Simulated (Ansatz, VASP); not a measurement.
# Na in VASP and in Ansatz

INCAR

```
SYSTEM = Na
PREC = Accurate
ENCUT = 520
EDIFF = 1E-6
ISMEAR = -1
SIGMA = 0.05
LREAL = .FALSE.
LASPH = .TRUE.
NELM = 100
ALGO = Normal
ISIF = 2
LWAVE = .FALSE.
LCHARG = .FALSE.
GGA = PE
NBANDS = 10
```

File KPOINTS:

```
Automatic mesh
0
G
  12 12 12
  0 0 0
```

Contents of POSCAR:

```
Na
1.0
   -2.1175000000      2.1175000000      2.1175000000
    2.1175000000     -2.1175000000      2.1175000000
    2.1175000000      2.1175000000     -2.1175000000
Na
1
Direct
    0.0000000000      0.0000000000      0.0000000000
```

Input for Ansatz:

```yaml
crystal:
  lattice:
    - [-2.1175, 2.1175, 2.1175]
    - [2.1175, -2.1175, 2.1175]
    - [2.1175, 2.1175, -2.1175]
  atoms:
    - { symbol: Na, position: [0.0, 0.0, 0.0] }
kpoints:
  mp_grid: { grid: [12, 12, 12] }
  band_path:
    path:
      - [0.0, 0.0, 0.0]
      - [0.5, -0.5, 0.5]
      - [0.0, 0.0, 0.5]
      - [0.0, 0.0, 0.0]
      - [0.25, 0.25, 0.25]
      - [0.5, -0.5, 0.5]
      - [0.25, 0.25, 0.25]
      - [0.0, 0.0, 0.5]
    npoints: 8
scf:
  occupations: { method: fermi_dirac, width: 0.05 }
hamiltonian:
  xc: pbe
  pseudopotentials: { kind: all_electron, lapw: { basis_error: 0.00025 } }
output:
  forces: true
  stress: true
  eigenvalues: true
  populations: true
  dos: { projected: true, de: 0.2, e_range: [-14, 8] }
```

Alike in both runs: task single point; functional PBE; k mesh 12 × 12 × 12; occupations fermi-dirac, width 0.05 eV; no spin polarisation.

|  | VASP | Ansatz |
| --- | --- | --- |
| version | VASP 6.6.1 | Ansatz 0.2.0 |
| potentials or method | VASP PAW PBE potentials, release 64 (Na_pv), cutoff 520 eV | all-electron LAPW, scalar-relativistic |

```tsv
	VASP	Ansatz	Ansatz less VASP
pressure (GPa)	-0.2	-0.2	+0.03
```

Ansatz ran all-electron here, and VASP with PAW potentials.
